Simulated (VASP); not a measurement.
Input of a VASP 6.6.1 run:

Contents of POSCAR:

```
RbBr
1.0
    0.0000000000      3.4608258933      3.4608258933
    3.4608258933      0.0000000000      3.4608258933
    3.4608258933      3.4608258933      0.0000000000
Rb Br
1 1
Direct
    0.0000000000      0.0000000000      0.0000000000
    0.5000000000      0.5000000000      0.5000000000
```

The input INCAR.step1:

```
SYSTEM = RbBr
ALGO = Normal
EDIFF = 1E-4
ENCUT = 520
GGA = PE
ISMEAR = -1
LASPH = .True.
LCHARG = .False.
LREAL = .False.
LWAVE = .True.
NBANDS = 15
NELM = 60
PREC = Accurate
SIGMA = 0.02
```

File INCAR.step2:

```
SYSTEM = RbBr
ALGO = Normal
EDIFF = 1E-6
ENCUT = 520
ISIF = 2
ISMEAR = -1
ISTART = 1
LASPH = .True.
LCHARG = .False.
LMIXTAU = .True.
LREAL = .False.
LWAVE = .False.
METAGGA = R2SCAN
NBANDS = 15
NELM = 60
PREC = Accurate
SIGMA = 0.02
```

File KPOINTS:

```
k-points
0
Gamma
  6 6 6
  0 0 0
```

Potentials or basis: VASP PAW PBE potentials, release 64 (Rb_sv, Br).

Launch:

```sh
$ cat potpaw_PBE.64/Rb_sv/POTCAR potpaw_PBE.64/Br/POTCAR > POTCAR
$ cp INCAR.step1 INCAR
$ mpirun -np 1 vasp_std > vasp.out
$ cp INCAR.step2 INCAR
$ mpirun -np 1 vasp_std > vasp.out
```

**Question.** What does it give for the pressure?

**Answer.** 0.0 GPa.

**Question.** What does it give for the band gap on the k mesh?

**Answer.** 4.89 eV.

Caveat: the PAW data sets were made with another functional, which shifts forces and pressure a little.
